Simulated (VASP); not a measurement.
A run of VASP 6.6.1 is set up as follows.

File INCAR:

```
ALGO = Normal
EDIFF = 1E-6
ENCUT = 520
GGA = PS
ISIF = 2
ISMEAR = -1
LASPH = True
LCHARG = True
LELF = True
LREAL = False
LVHAR = True
LWAVE = False
NBANDS = 29
NELM = 80
PREC = Accurate
SIGMA = 0.1
```

File KPOINTS:

```
k-points
0
Gamma
  5 5 5
```

File POSCAR:

```
Sr3Zn
1.0
    5.4799420000      0.0000000000      0.0000000000
    0.0000000000      5.4799420000      0.0000000000
    0.0000000000      0.0000000000      5.4799420000
Sr Zn
3 1
Direct
    0.5000000000      0.0000000000      0.5000000000
    0.5000000000      0.5000000000      0.0000000000
    0.0000000000      0.5000000000      0.5000000000
    0.0000000000      0.0000000000     -0.0182483683
```

Potentials or basis: VASP PAW PBE potentials, release 64 (Sr_sv, Zn).

Launch:

```console
$ cat potpaw_PBE.64/Sr_sv/POTCAR potpaw_PBE.64/Zn/POTCAR > POTCAR
$ mpirun -np 1 vasp_std > vasp.out
```

Question: Predict the band gap on the k mesh.

Answer: Zero (band 21 reaches 2.12 eV, above the bottom of band 22 at 1.69 eV).

Question: What does it give for the pressure?

Answer: -0.8 GPa.

Question: Predict the largest force.

Answer: 0.046 eV/Å.

Forces in eV/Å, atoms in the order of the input:
```
Sr   0.000  0.000  0.021
Sr   0.000  0.000 -0.046
Sr   0.000  0.000  0.021
Zn   0.000  0.000  0.004
```

Caveat: the PAW data sets were made with another functional, which shifts forces and pressure a little.
